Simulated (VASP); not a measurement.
# AlN (P6_3mc) in VASP: a series of runs, part 3 of 3

VASP 6.6.1.

## Step 6: Single point, PBE (strain +0.030 along x and y, -0.015 along z)

Contents of INCAR:

```
SYSTEM = AlN
ALGO = Normal ; EDIFF = 1E-6
ENCUT = 520 ; GGA = PE
ISIF = 2 ; ISMEAR = 0
LASPH = .True. ; LCHARG = .True.
LELF = .True. ; LREAL = .False.
LVHAR = .True. ; LWAVE = .False.
NBANDS = 16 ; NELM = 80
PREC = Accurate ; SIGMA = 0.05
```

Contents of KPOINTS:

```
k-points
0
Gamma
  12 12 6
  0 0 0
```

Contents of POSCAR:

```
AlN
1.0
    3.2043322161      0.0000000000      0.0000000000
   -1.6021661081      2.7750331013      0.0000000000
    0.0000000000      0.0000000000      4.9033300000
Al N
2 2
Direct
    0.3333333333      0.6666666667      0.0000000000
    0.6666666667      0.3333333333      0.5000000000
    0.3333333333      0.6666666667      0.3850000000
    0.6666666667      0.3333333333      0.8850000000
```

Potentials or basis: VASP PAW PBE potentials, release 64 (Al, N).

Run with:

```sh
> cat potpaw_PBE.64/Al/POTCAR potpaw_PBE.64/N/POTCAR > POTCAR
> mpirun -np 1 vasp_std > vasp.out
```

OUTCAR:

```text
SYSTEM = AlN
   EDIFF = 1E-6
   ENCUT = 520
   GGA = PE
   ISIF = 2
   ISMEAR = 0
   LASPH = .True.
   LREAL = .False.
   NELM = 80
   PREC = Accurate

 ion  position               nearest neighbor table
   1  0.333  0.667  0.000-   3 1.89   4 1.93   4 1.93   4 1.93   2 3.07   2 3.07   2 3.07   2 3.07
                             2 3.07   2 3.07
   2  0.667  0.333  0.500-   4 1.89   3 1.93   3 1.93   3 1.93   1 3.07   1 3.07   1 3.07   1 3.07
                             1 3.07   1 3.07
   3  0.333  0.667  0.385-   1 1.89   2 1.93   2 1.93   2 1.93
   4  0.667  0.333  0.885-   2 1.89   1 1.93   1 1.93   1 1.93

  LATTYP: Found a hexagonal cell.
 ALAT       =     3.2043322161
 C/A-ratio  =     1.5302189877

  Lattice vectors:

 A1 = (   3.2043322161,   0.0000000000,   0.0000000000)
 A2 = (  -1.6021661081,   2.7750331013,   0.0000000000)
 A3 = (   0.0000000000,   0.0000000000,   4.9033300000)

Analysis of symmetry for initial positions (statically):
=====================================================================
 Subroutine PRICEL returns:
[... 174 lines left out ...]
  free energy    TOTEN  =       -29.70501681 eV

  energy without entropy =      -29.70501681  energy(sigma->0) =      -29.70501681

 E-fermi :   6.1651     XC(G=0): -10.7231

 val. band max:        5.9214362178   @ k =   0.0000   0.0000   0.0000
 cond. band min:       9.5930850712   @ k =   0.0000   0.0000   0.0000
 fundamental gap:      3.6716488534
 Fermi energy:         6.1651300284

 k-point     1 :       0.0000    0.0000    0.0000
  band No.  band energies     occupation
      1      -9.1894      2.00000
      2      -6.9872      2.00000
      3       0.0853      2.00000
      4       4.7186      2.00000
      5       4.7186      2.00000
      6       5.4911      2.00000
[... 433 lines left out ...]
      3       0.9413      2.00000
      4       1.9626      2.00000
      5       2.5905      2.00000
      6       3.8527      2.00000
[... 8 lines left out ...]
     15      17.8835      0.00000
     16      19.3416      0.00000

 [... further k-points ...]
[... 5 lines left out ...]
  --------------------------------------------------------------------------------------
  -------------------------------------------------------------------------------------
  Total       -2.6646168     -2.6646168      1.3875765      0.0000000     -0.0000000      0.0000000
  in kB      -97.9148409    -97.9148409     50.9883192      0.0000000     -0.0000000      0.0000000
  external PRESSURE =     -48.2804542 kB  Pullay stress =       0.0000000 kB

 VOLUME and BASIS-vectors are now :
 -----------------------------------------------------------------------------
  energy-cutoff  :      520.00
  volume of cell :       43.60
      direct lattice vectors                 reciprocal lattice vectors
     3.204332216  0.000000000  0.000000000     0.312077504  0.180178031  0.000000000
    -1.602166108  2.775033101  0.000000000     0.000000000  0.360356062  0.000000000
     0.000000000  0.000000000  4.903330000     0.000000000  0.000000000  0.203943035

 POSITION                                       TOTAL-FORCE (eV/Angst)
 -----------------------------------------------------------------------------------
     -0.00000      1.85002      0.00000         0.000000      0.000000     -0.303708
      1.60217      0.92501      2.45167         0.000000     -0.000000     -0.303708
     -0.00000      1.85002      1.88778        -0.000000      0.000000      0.303708
      1.60217      0.92501      4.33945        -0.000000     -0.000000      0.303708
 -----------------------------------------------------------------------------------
    total drift:                                0.000000      0.000000      0.000843

  FREE ENERGIE OF THE ION-ELECTRON SYSTEM (eV)
  ---------------------------------------------------
  free  energy   TOTEN  =       -29.7050168102 eV

  energy  without entropy=      -29.7050168102  energy(sigma->0) =      -29.70501681
```

OSZICAR:

```text
N       E                     dE             d eps       ncg     rms          rms(c)
DAV:   1     0.408413375073E+02    0.40841E+02   -0.73208E+03  2432   0.894E+02
DAV:   2    -0.307558227076E+02   -0.71597E+02   -0.66228E+02  3472   0.184E+02
DAV:   3    -0.342856767452E+02   -0.35299E+01   -0.35198E+01  3064   0.425E+01
DAV:   4    -0.343083079212E+02   -0.22631E-01   -0.22630E-01  3024   0.384E+00
DAV:   5    -0.343086153488E+02   -0.30743E-03   -0.30743E-03  3104   0.448E-01    0.119E+01
DAV:   6    -0.296908841125E+02    0.46177E+01   -0.10601E+01  2944   0.234E+01    0.405E+00
DAV:   7    -0.297177221086E+02   -0.26838E-01   -0.63558E-01  2560   0.565E+00    0.288E+00
DAV:   8    -0.297101882878E+02    0.75338E-02   -0.67952E-02  2720   0.240E+00    0.682E-01
DAV:   9    -0.297044396627E+02    0.57486E-02   -0.13055E-02  3152   0.859E-01    0.263E-01
DAV:  10    -0.297051132409E+02   -0.67358E-03   -0.26255E-03  2632   0.325E-01    0.146E-01
DAV:  11    -0.297050122882E+02    0.10095E-03   -0.22815E-04  2736   0.118E-01    0.324E-02
DAV:  12    -0.297050170075E+02   -0.47193E-05   -0.13596E-05  2888   0.293E-02    0.101E-02
DAV:  13    -0.297050168102E+02    0.19730E-06   -0.51539E-06  2680   0.177E-02
   1 F= -.29705017E+02 E0= -.29705017E+02  d E =-.157587E-14
```

stdout:

```text
POSCAR found type information on POSCAR AlN
 POSCAR found :  2 types and       4 ions
 scaLAPACK will be used
 LDA part: xc-table for (Slater+PW92), standard interpolation
 POSCAR, INCAR and KPOINTS ok, starting setup
 FFT: planning ... GRIDC
 FFT: planning ... GRID_SOFT
 FFT: planning ... GRID
 WAVECAR not read
 entering main loop
```

Run time: 41 s. Hardware: 1 thread of Intel Xeon 8259CL, shared host; peak memory 0.18 GiB.

Results:

| Quantity | Value |
| --- | --- |
| Free energy | -29.7050 eV |
| Pressure | -4.8 GPa |
| Largest force | 0.304 eV/Å |
| Band gap on the k mesh | 3.67 eV, direct |

Forces on the atoms (eV/Å):
```
Al   0.000  0.000 -0.304
Al   0.000  0.000 -0.304
N    0.000  0.000  0.304
N    0.000  0.000  0.304
```

Caveat: the cell differs from its parent crystal (strain +0.030 along x and y, -0.015 along z).

## Step 7: Overview

| cell | gap on the mesh (eV) | pressure (GPa) | largest force (eV/Å) |
| --- | --- | --- | --- |
| a = 3.158, b = 3.158, c = 4.903 Å, angles 90.0, 90.0, 120.0°, 4 atoms | 3.96 | 0.6 | 0.17 |
| a = 3.204, b = 3.204, c = 4.829 Å, angles 90.0, 90.0, 120.0°, 4 atoms | 3.76 | -1.9 | 0.57 |
| a = 3.111, b = 3.111, c = 5.127 Å, angles 90.0, 90.0, 120.0°, 4 atoms | 3.96 | -1.4 | 0.42 |
| a = 3.158, b = 3.158, c = 4.978 Å, angles 90.0, 90.0, 120.0°, 4 atoms | 3.87 | -2.3 | 0.03 |
| a = 3.204, b = 3.204, c = 4.903 Å, angles 90.0, 90.0, 120.0°, 4 atoms | 3.67 | -4.8 | 0.30 |

Alike in all rows: task single point; level PBE; potentials or basis VASP PAW PBE potentials, release 64 (Al, N); no spin polarisation; k mesh 12 × 12 × 6; cutoff (eV) 520; smearing gaussian 0.05 eV.

Total energies depend on the potentials used, so only differences within one code and one set of settings carry meaning.
